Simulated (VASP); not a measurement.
# CoSi2 (MoSi2 type) (I4/mmm) in VASP: further runs, part 3 of 3

VASP 6.6.1.

## Step 4: Relaxation of cell and atoms, PBE, target pressure 66 GPa, at which the enthalpy is minimised

INCAR

```
SYSTEM = CoSi2
PREC     = Accurate       ! precision mode
ENCUT    = 600            ! plane-wave cutoff, eV
EDIFF    = 1E-7           ! SCF threshold, eV
ISMEAR   = -1             ! smearing method
SIGMA    = 0.1            ! smearing width, eV
LREAL    = .False.        ! projectors in reciprocal space
LASPH    = .True.         ! aspherical terms in the spheres
NELM     = 60             ! most SCF steps
ALGO     = Normal         ! electronic algorithm
ISIF     = 3              ! what is computed and relaxed
LWAVE    = .False.        ! write WAVECAR
LCHARG   = .False.        ! write CHGCAR
GGA      = PE             ! functional
IBRION   = 2              ! ionic algorithm
NSW      = 32             ! ionic steps
EDIFFG   = -0.005         ! ionic threshold
PSTRESS  = 660.0
```

KPOINTS

```
regular mesh
0
Gamma
  16 16 16
  0 0 0
```

POSCAR

```
CoSi2
1.0
   -1.4617447554      1.4617447554      3.3537500244
    1.4617447554     -1.4617447554      3.3537500244
    1.4617447554      1.4617447554     -3.3537500244
Co Si
1 2
Direct
    0.0000000000      0.0000000000      0.0000000000
    0.3352142295      0.3352142295      0.0000000000
   -0.3352142295     -0.3352142295      0.0000000000
```

Potentials or basis: VASP PAW PBE potentials, release 64 (Co, Si).

On the command line:

```bash
> cat potpaw_PBE.64/Co/POTCAR potpaw_PBE.64/Si/POTCAR > POTCAR
> mpirun -np 1 vasp_std > vasp.out
```

OUTCAR:

```text
SYSTEM = CoSi2
   PREC = Accurate
   ENCUT = 600
   EDIFF = 1E-7
   ISMEAR = -1
   LREAL = .False.
   LASPH = .True.
   NELM = 60
   ISIF = 3
   GGA = PE
   IBRION = 2
   NSW = 32
   EDIFFG = -0.005
   PSTRESS = 660.0

 ion  position               nearest neighbor table
   1  0.000  0.000  0.000-   2 2.25   3 2.25   3 2.34   2 2.34   3 2.34   3 2.34   3 2.34   2 2.34
                             2 2.34   2 2.34
   2  0.335  0.335  0.000-   3 2.21   1 2.25   1 2.34   1 2.34   1 2.34   1 2.34   3 2.36   3 2.36
                             3 2.36   3 2.36
   3  0.665  0.665  0.000-   2 2.21   1 2.25   1 2.34   1 2.34   1 2.34   1 2.34   2 2.36   2 2.36
                             2 2.36   2 2.36

  LATTYP: Found a body centered tetragonal cell.
 ALAT       =     2.9234895108
 C/A-ratio  =     2.2943472258

  Lattice vectors:

 A1 = (  -1.4617447554,   1.4617447554,   3.3537500244)
 A2 = (   1.4617447554,  -1.4617447554,   3.3537500244)
 A3 = (   1.4617447554,   1.4617447554,  -3.3537500244)

Analysis of symmetry for initial positions (statically):
=====================================================================
 Subroutine PRICEL returns:
 Original cell was already a primitive cell.

 Routine SETGRP: Setting up the symmetry group for a
 body centered tetragonal supercell.

 Subroutine GETGRP returns: Found 16 space group operations
 (whereof 16 operations were pure point group operations)
 out of a pool of 16 trial point group operations.

The static configuration has the point symmetry D_4h.

Analysis of symmetry for dynamics (positions and initial velocities):
=====================================================================
 Subroutine PRICEL returns:
 Original cell was already a primitive cell.

 Routine SETGRP: Setting up the symmetry group for a
 body centered tetragonal supercell.

 Subroutine GETGRP returns: Found 16 space group operations
 (whereof 16 operations were pure point group operations)
 out of a pool of 16 trial point group operations.

The dynamic configuration has the point symmetry D_4h.

 Subroutine INISYM returns: Found 16 space group operations
 (whereof 16 operations are pure point group operations),
 and found     1 'primitive' translations

----------------------------------------------------------------------------------------

                                     Primitive cell

  volume of cell :      28.6638

  direct lattice vectors                    reciprocal lattice vectors
    -1.461744755  1.461744755  3.353750024     0.000000000  0.342056982  0.149086842
     1.461744755 -1.461744755  3.353750024     0.342056982  0.000000000  0.149086842
     1.461744755  1.461744755 -3.353750024     0.342056982  0.342056982  0.000000000

  length of vectors
     3.939674439  3.939674439  3.939674439     0.373135184  0.373135184  0.483741624

  position of ions in fractional coordinates (direct lattice)
     0.000000000  0.000000000  0.000000000
     0.335214229  0.335214229  0.000000000
     0.664785771  0.664785771  0.000000000

  ion indices of the primitive-cell ions
   primitive index   ion index
                 1           1
                 2           2
                 3           3

[... 60 lines left out ...]
   NGXF,Y,Z  is equivalent  to a cutoff of  27.01, 27.01, 27.01 a.u.
 SYSTEM =  CoSi2
   PREC   = accura    normal or accurate (medium, high low for compatibility)
   ISTART =      0    job   : 0-new  1-cont  2-samecut
   ICHARG =      2    charge: 1-file 2-atom 10-const
   ISPIN  =      1    spin polarized calculation?
   LNONCOLLINEAR =      F non collinear calculations
   LSORBIT =      F    spin-orbit coupling
   LASPH  =      T    aspherical Exc in radial PAW
   ENCUT  =  600.0 eV  44.10 Ry    6.64 a.u.   7.87  7.87  7.87*2*pi/ulx,y,z
   NELM   =     60;   NELMIN=  2; NELMDL= -5     # of ELM steps
   EDIFF  = 0.1E-06   stopping-criterion for ELM
   LREAL  =      F    real-space projection
   EDIFFG = -.5E-02   stopping-criterion for IOM
   NSW    =     32    number of steps for IOM
   IBRION =      2    ionic relax: 0-MD 1-quasi-New 2-CG
   NFREE  =      1    steps in history (QN), initial steepest desc. (CG)
   ISIF   =      3    stress and relaxation
   ISYM   =      2    0-nonsym 1-usesym 2-fastsym
   POTIM  = 0.5000    time-step for ionic-motion
   TEBEG  =    0.0;   TEEND  =   0.0 temperature during run
   PSTRESS=  660.0 pullay stress
   NELECT =      17.0000    total number of electrons
   NUPDOWN=      -1.0000    fix difference up-down
   EMIN   =  10.00;   EMAX   =-10.00  energy-range for DOS
   EFERMI =   0.00;   METHOD = LEGACY
   ISMEAR =    -1;   SIGMA  =   0.10  broadening in eV -4-tet -1-fermi 0-gaus
   EFERMI_NEDOS =   21; number of points for ismear=-14 and -15
   IALGO  =     38    algorithm
   IMIX   =      4    mixing-type and parameters
     AMIX     =   0.40;   BMIX     =  1.00
     AMIX_MAG =   1.60;   BMIX_MAG =  1.00
  volume/ion in A,a.u.               =       9.55        64.48
  Fermi-wavevector in a.u.,A,eV,Ry     =   1.375456  2.599234 25.740561  1.891878
  Thomas-Fermi vector in A             =   2.500790
   LORBIT       =      0    0 simple, 1 ext, 2 COOP (PROOUT), +10 PAW based schemes
   GGA     = PE    functional components
   LHFCALC =     F    Hartree Fock is set to
   AEXX    =    0.0000 exact exchange contribution
   IVDW    =     0    specifies the selected vdW correction
   LEPSILON=     F    determine dielectric tensor
   LRPA    =     F    only Hartree local field effects (RPA)
 conjugate gradient relaxation of ions
 non-spin polarized calculation
  energy-cutoff  :      600.00
  volume of cell :       28.66
 maximum number of plane-waves:       972
   NGX = 15   NGY = 15   NGZ = 15

--------------------------------------- Ionic step        1  -------------------------------------------

 number of electron      16.9999999 magnetization

 Free energy of the ion-electron system (eV)
  ---------------------------------------------------
  ext. energy  EPLUGINS =         0.00000000
  ---------------------------------------------------
  free energy    TOTEN  =       -17.01354870 eV

  energy without entropy =      -16.97970023  energy(sigma->0) =      -16.99662446

------------------------ aborting loop because EDIFF is reached ----------------------------------------

  FORCE on cell =-STRESS in cart. coord.  units (eV):
  Direction    XX          YY          ZZ          XY          YZ          ZX
  --------------------------------------------------------------------------------------
  -------------------------------------------------------------------------------------
  Total       11.7648623     11.7648623     11.8222444      0.0000000      0.0000000     -0.0000000
  in kB      657.6028122    657.6028122    660.8102160      0.0000000      0.0000000     -0.0000000
  external PRESSURE =      -1.3280532 kB  Pullay stress =     660.0000000 kB
[... 143 lines left out ...]
--------------------------------------- Ionic step        5  -------------------------------------------

 number of electron      16.9999999 magnetization

 Free energy of the ion-electron system (eV)
  ---------------------------------------------------
  ext. energy  EPLUGINS =         0.00000000
  ---------------------------------------------------
  free energy    TOTEN  =       -17.00755565 eV

  energy without entropy =      -16.97361258  energy(sigma->0) =      -16.99058411

 E-fermi :  15.8249     XC(G=0): -13.3363

 val. band max:       15.8211935606   @ k =   0.1250  -0.0000   0.0000
 cond. band min:      15.8401653416   @ k =  -0.3750   0.3750   0.3750
 fundamental gap:      0.0189717810
 Fermi energy:        15.8248503123

 k-point     1 :       0.0000    0.0000    0.0000
  band No.  band energies     occupation
      1      -1.2686      2.00000
      2       8.1910      2.00000
      3      11.5625      2.00000
      4      11.5625      2.00000
      5      11.6320      2.00000
      6      12.1203      2.00000
      7      13.3147      2.00000
      8      16.2210      0.03734
      9      18.0435      0.00000
     10      18.4557      0.00000
     11      18.4738      0.00000
     12      18.4740      0.00000
[... 331 lines left out ...]
 k-point    24 :      -0.0625    0.0625    0.0000
  band No.  band energies     occupation
      1      -1.1340      2.00000
      2       8.2802      2.00000
      3      11.2982      2.00000
      4      11.3217      2.00000
      5      11.6127      2.00000
      6      12.3659      2.00000
      7      13.1493      2.00000
      8      16.0620      0.17081
      9      17.1793      0.00000
     10      17.7551      0.00000
     11      18.2584      0.00000
     12      18.4855      0.00000

 [... further k-points ...]

------------------------ aborting loop because EDIFF is reached ----------------------------------------

  FORCE on cell =-STRESS in cart. coord.  units (eV):
  Direction    XX          YY          ZZ          XY          YZ          ZX
  --------------------------------------------------------------------------------------
  -------------------------------------------------------------------------------------
  Total       11.8087838     11.8087838     11.8090040      0.0000000     -0.0000000      0.0000000
  in kB      660.3942628    660.3942628    660.4065762      0.0000000     -0.0000000      0.0000000
  external PRESSURE =       0.3983673 kB  Pullay stress =     660.0000000 kB
[... 22 lines left out ...]
  energy  without entropy=      -16.9736125768  energy(sigma->0) =      -16.99058411

  enthalpy is  TOTEN    =        -5.2058217854 eV   P V=       11.8017338633

 reached required accuracy - stopping structural energy minimisation
```

Run time: 3.2 min. Hardware: 1 thread of Intel Xeon 6975P-C (Granite Rapids), shared host; peak memory 0.31 GiB.

What came out:

```
Free energy                                            : -17.0076 eV
Relaxed volume                                         : 9.55 Å³/atom
Relaxed cell                                           : a = 3.940 Å, b = 3.940 Å, c = 3.940 Å, α = 136.47°, β = 136.47°, γ = 63.26°
Space group after relaxing (to 0.05 Å)                 : I4/mmm (No. 139)
Energy change on relaxing (the enthalpy is what falls) : +2.0 meV/atom
Ionic steps                                            : 5
Pressure after relaxing                                : 66.0 GPa
```

Forces on the atoms (eV/Å):
```
Co   0.000  0.000  0.000
Si   0.000  0.000  0.002
Si   0.000  0.000 -0.002
```

The path:
| step | energy change (eV) | largest force (eV/Å) | pressure (GPa) | volume (Å³) |
| --- | --- | --- | --- | --- |
| 1 | 0.0000 | 0.0006 | 65.87 | 28.66 |
| 2 | 0.0135 | 0.0038 | 66.30 | 28.63 |
| 3 | 0.0075 | 0.0023 | 66.11 | 28.65 |
| 4 | 0.0037 | 0.0018 | 65.91 | 28.65 |
| 5 | 0.0060 | 0.0022 | 66.04 | 28.65 |

Final structure:
```
Co Si
1.0
    -1.46109    1.46109    3.35503
     1.46109   -1.46109    3.35503
     1.46109    1.46109   -3.35503
Co Si
1 2
Direct
  0.00000 0.00000 0.00000
  0.33522 0.33522 0.00000
  0.66478 0.66478 0.00000
```

Levels at points of the mesh, in eV from the Fermi level:
```csv
k point,band 7,band 8,band 9,band 10,band 11,band 12
"(0.00, 0.00, 0.00)",-2.51,0.40,2.22,2.63,2.65,2.65
"(0.50, 0.00, 0.00)",-3.06,-1.47,0.95,2.91,4.35,4.62
"(0.50, 0.50, 0.00)",-4.09,-1.49,-1.00,-0.08,0.96,3.87
"(0.50, 0.50, 0.50)",-2.42,-1.86,-1.86,3.44,4.39,9.08
```

Caveat: the cell is relaxed towards a set pressure, so the enthalpy falls and the energy may rise. Spin polarisation is off, so any magnetic state and its effect on volume and gap are missing.

## Step 5: Relaxation of cell and atoms, PBE, target pressure 66 GPa, at which the enthalpy is minimised

This run uses another cell than the first one, of 10.27 Å³/atom, 1.074 times its volume.

INCAR

```
SYSTEM = CoSi2
PREC = Accurate
ENCUT = 600
EDIFF = 1E-6
ISMEAR = -1
SIGMA = 0.1
LREAL = .False.
LASPH = .True.
NELM = 60
ALGO = Normal
ISIF = 3
LWAVE = .False.
LCHARG = .False.
GGA = PE
IBRION = 2
NSW = 60
EDIFFG = -0.005
PSTRESS = 660.0
```

KPOINTS is that of step 4.

POSCAR

```
CoSi2
1.0
   -1.4647307658      1.4647307658      3.5885903761
    1.4647307658     -1.4647307658      3.5885903761
    1.4647307658      1.4647307658     -3.5885903761
Co Si
1 2
Direct
    0.0000000000      0.0000000000      0.0000000000
    0.3350000000      0.3350000000      0.0000000000
   -0.3350000000     -0.3350000000      0.0000000000
```

Potentials or basis: VASP PAW PBE potentials, release 64 (Co, Si).

On the command line:

```bash
> cat potpaw_PBE.64/Co/POTCAR potpaw_PBE.64/Si/POTCAR > POTCAR
> mpirun -np 1 vasp_std > vasp.out
```

OUTCAR:

```text
SYSTEM = CoSi2
   PREC = Accurate
   ENCUT = 600
   EDIFF = 1E-6
   ISMEAR = -1
   LREAL = .False.
   LASPH = .True.
   NELM = 60
   ISIF = 3
   GGA = PE
   IBRION = 2
   NSW = 60
   EDIFFG = -0.005
   PSTRESS = 660.0

 ion  position               nearest neighbor table
   1  0.000  0.000  0.000-   3 2.39   3 2.39   3 2.39   2 2.39   3 2.39   2 2.39   2 2.39   2 2.39
                             2 2.40   3 2.40
   2  0.335  0.335  0.000-   3 2.37   1 2.39   1 2.39   1 2.39   1 2.39   3 2.40   3 2.40   3 2.40
                             3 2.40   1 2.40
   3  0.665  0.665  0.000-   2 2.37   1 2.39   1 2.39   1 2.39   1 2.39   2 2.40   2 2.40   2 2.40
                             2 2.40   1 2.40

  LATTYP: Found a body centered tetragonal cell.
 ALAT       =     2.9294615316
 C/A-ratio  =     2.4499999999

[... 389 lines left out ...]

 E-fermi :  15.8259     XC(G=0): -13.3364

 val. band max:       15.8222756990   @ k =   0.1250   0.0000  -0.0000
 cond. band min:      15.8411330323   @ k =   0.4375   0.4375   0.0625
 fundamental gap:      0.0188573333
 Fermi energy:        15.8259436694

 k-point     1 :       0.0000    0.0000    0.0000
  band No.  band energies     occupation
      1      -1.2684      2.00000
      2       8.1893      2.00000
      3      11.5648      2.00000
      4      11.5648      2.00000
      5      11.6316      2.00000
      6      12.1145      2.00000
      7      13.3157      2.00000
      8      16.2205      0.03794
      9      18.0447      0.00000
     10      18.4565      0.00000
     11      18.4565      0.00000
     12      18.4768      0.00000
[... 331 lines left out ...]
 k-point    24 :      -0.0625    0.0625    0.0000
  band No.  band energies     occupation
      1      -1.1338      2.00000
      2       8.2786      2.00000
      3      11.3004      2.00000
      4      11.3224      2.00000
      5      11.6123      2.00000
      6      12.3618      2.00000
      7      13.1503      2.00000
      8      16.0620      0.17247
      9      17.1797      0.00000
     10      17.7560      0.00000
     11      18.2610      0.00000
     12      18.4874      0.00000

 [... further k-points ...]
[... 5 lines left out ...]
  --------------------------------------------------------------------------------------
  -------------------------------------------------------------------------------------
  Total       11.8159986     11.8159986     11.7927521      0.0000000      0.0000000      0.0000000
  in kB      660.8085645    660.8085645    659.5085053      0.0000000      0.0000000      0.0000000
  external PRESSURE =       0.3752114 kB  Pullay stress =     660.0000000 kB
[... 22 lines left out ...]
  energy  without entropy=      -16.9738836916  energy(sigma->0) =      -16.99087652

  enthalpy is  TOTEN    =        -5.2063287962 eV   P V=       11.8015405482

 reached required accuracy - stopping structural energy minimisation
```

It took 14 min on 1 thread of Intel Xeon 6975P-C (Granite Rapids), shared host; peak memory 0.35 GiB.

Results:

| Property | Result |
| --- | --- |
| Free energy | -17.0079 eV |
| Relaxed volume | 9.55 Å³/atom |
| Relaxed cell | a = 3.941 Å, b = 3.941 Å, c = 3.941 Å, α = 136.48°, β = 136.48°, γ = 63.24° |
| Space group after relaxing (to 0.05 Å) | I4/mmm (No. 139) |
| Energy change on relaxing (the enthalpy is what falls) | +190.5 meV/atom |
| Ionic steps | 17 |
| Pressure after relaxing | 66.0 GPa |

The path:
```
step  energy change (eV)  largest force (eV/Å)  pressure (GPa)  volume (Å³)
   1              0.0000                0.3312           36.79        30.80
   2              4.9066                1.2666          206.79        23.14
   3              0.6530                0.1806           65.27        28.57
   4              0.7174                0.1614           67.94        28.41
   5              0.7365                0.1554           68.66        28.36
   6              0.6298                0.3533           68.00        28.52
   7              0.6309                0.3413           68.03        28.51
   8              0.4483                0.2049           61.44        28.96
   9              0.5458                0.0912           65.03        28.71
  10              0.6003                0.1082           67.10        28.58
  11              0.5713                0.0030           66.04        28.65
  12              0.5708                0.0008           65.51        28.65
  13              0.5971                0.0316           66.96        28.59
  14              0.5755                0.0046           66.18        28.64
  15              0.5742                0.0030           66.14        28.64
  16              0.5725                0.0009           66.08        28.65
  17              0.5716                0.0001           66.04        28.65
```

Final structure:
```
CELL_PARAMETERS angstrom
-1.46091 1.46091 3.35583
1.46091 -1.46091 3.35583
1.46091 1.46091 -3.35583
ATOMIC_POSITIONS crystal
Co 0.00000 0.00000 0.00000
Si 0.33524 0.33524 0.00000
Si 0.66476 0.66476 0.00000
```

Caveat: the cell is relaxed towards a set pressure, so the enthalpy falls and the energy may rise.

## Step 6: Summary

```tsv
task	cell	cutoff (eV)	gap on the mesh (eV)	pressure (GPa)
single point	a = 3.940 Å, angles 136.4, 136.4, 63.3°, 3 atoms	520	none	65.9
single point	a = 3.939 Å, angles 136.4, 136.4, 63.3°, 3 atoms	520	none	65.9
relaxation of cell and atoms	relaxed to 66 GPa from a = 3.940 Å, angles 136.4, 136.4, 63.3°, 3 atoms	600	none	66.0
relaxation of cell and atoms	relaxed to 66 GPa from a = 4.144 Å, angles 138.6, 138.6, 60.0°, 3 atoms	600	none	66.0
```

Alike in all rows: level PBE; potentials or basis VASP PAW PBE potentials, release 64 (Co, Si); no spin polarisation; k mesh 16 × 16 × 16; smearing fermi-dirac 0.1 eV.

Caveats: the cell is relaxed towards a set pressure, so the enthalpy falls and the energy may rise (some runs).

Absolute energies hang on the potentials; compare differences alone.
